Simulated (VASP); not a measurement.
Input of a VASP 6.6.1 run:

INCAR

```
PREC = Accurate
ENCUT = 600
EDIFF = 1E-6
ISMEAR = 0
SIGMA = 0.1
LREAL = F
LASPH = T
NELM = 100
ALGO = Normal
ISIF = 3
LWAVE = F
LCHARG = F
GGA = PS
IBRION = 2
NSW = 100
EDIFFG = -0.002
```

Contents of KPOINTS:

```
Automatic mesh
0
Gamma
  8 8 8
```

Contents of POSCAR:

```
BeAu
1.0
    4.6680000000      0.0000000000      0.0000000000
    0.0000000000      4.6680000000      0.0000000000
    0.0000000000      0.0000000000      4.6680000000
Be Au
4 4
Direct
    0.8440000000      0.8440000000      0.8440000000
    0.6560000000      0.1560000000      0.3440000000
    0.3440000000      0.6560000000      0.1560000000
    0.1560000000      0.3440000000      0.6560000000
    0.1500000000      0.1500000000      0.1500000000
    0.3500000000      0.8500000000      0.6500000000
    0.6500000000      0.3500000000      0.8500000000
    0.8500000000      0.6500000000      0.3500000000
```

Potentials or basis: VASP PAW PBE potentials, release 64 (Be, Au).

Launch:

```console
$ cat potpaw_PBE.64/Be/POTCAR potpaw_PBE.64/Au/POTCAR > POTCAR
$ mpirun -np 1 vasp_std > vasp.out
```

Question: Predict the space group after relaxing (to 0.1 Å).

Answer: P2_13 (No. 198).

Question: What does it give for the relaxed volume?

Answer: 12.63 Å³/atom.

Final structure:
```yaml
crystal:
  lattice:
    - [4.65755, 0.00000, 0.00000]
    - [0.00000, 4.65755, 0.00000]
    - [0.00000, 0.00000, 4.65755]
  atoms:
    - { symbol: Be, position: [0.84581, 0.84581, 0.84581] }
    - { symbol: Be, position: [0.65419, 0.15419, 0.34581] }
    - { symbol: Be, position: [0.34581, 0.65419, 0.15419] }
    - { symbol: Be, position: [0.15419, 0.34581, 0.65419] }
    - { symbol: Au, position: [0.15296, 0.15296, 0.15296] }
    - { symbol: Au, position: [0.34704, 0.84704, 0.65296] }
    - { symbol: Au, position: [0.65296, 0.34704, 0.84704] }
    - { symbol: Au, position: [0.84704, 0.65296, 0.34704] }
```

Caveat: the PAW data sets were made with another functional, which shifts forces and pressure a little.
